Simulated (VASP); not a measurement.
The system is V.

```
CELL_PARAMETERS angstrom
-1.51294 1.51294 1.51294
1.51294 -1.51294 1.51294
1.51294 1.51294 -1.51294
ATOMIC_POSITIONS crystal
V 0.00000 0.00000 0.00000
```

| Property | Result |
| --- | --- |
| Program | VASP 6.6.1 |
| Task | relaxation of cell and atoms |
| Functional | PBE |
| Potentials or basis | VASP PAW PBE potentials, release 64 (V_sv) |
| Cutoff | 600 eV |
| k mesh | 20 × 20 × 20 |
| Occupations | gaussian, width 0.1 eV |
| Spin | no spin polarisation |

At the start: pressure -4.8 GPa; volume 13.85 Å³/atom.

Q: How do energy, volume and symmetry change on relaxing?

A: Over 8 steps the energy falls by 5.9 meV/atom and the volume is 13.47 Å³/atom (-2.7 %); space group Im-3m (No. 229, to 0.1 Å) before and after.

The path:
```tsv
step	energy change (eV)	largest force (eV/Å)	pressure (GPa)	volume (Å³)
1	0.0000	0.0000	-4.84	13.85
2	0.0027	0.0000	6.49	13.03
3	-0.0059	0.0000	-0.06	13.47
4	-0.0059	0.0000	0.10	13.47
5	-0.0059	0.0000	-0.13	13.48
6	-0.0059	0.0000	0.03	13.47
7	-0.0059	0.0000	-0.04	13.47
8	-0.0059	0.0000	-0.01	13.47
```

Final structure:
```
V
1.0
    -1.49897    1.49897    1.49897
     1.49897   -1.49897    1.49897
     1.49897    1.49897   -1.49897
V
1
Direct
  0.00000 0.00000 0.00000
```
